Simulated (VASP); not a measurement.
Here is a VASP 6.6.1 calculation.

INCAR

```
PREC = Accurate ; ENCUT = 520
EDIFF = 1E-7 ; ISMEAR = -1
SIGMA = 0.06122561905347299 ; LREAL = F
LASPH = T ; NELM = 80
ALGO = Normal ; ISIF = 2
LWAVE = F ; LCHARG = F
GGA = PE ; NBANDS = 12
```

KPOINTS

```
Automatic mesh
0
Gamma
  16 16 16
```

POSCAR

```
Ag
1.0
   -1.6286529828      1.6286529828      1.6286529828
    1.6286529828     -1.6286529828      1.6286529828
    1.6286529828      1.6286529828     -1.6286529828
Ag
1
Direct
    0.0000000000      0.0000000000      0.0000000000
```

Potentials or basis: VASP PAW PBE potentials, release 64 (Ag).

Run with:

```bash
$ cat potpaw_PBE.64/Ag/POTCAR > POTCAR
$ mpirun -np 1 vasp_std > vasp.out
```

Problem. Estimate the pressure.

Solution. 3.9 GPa.
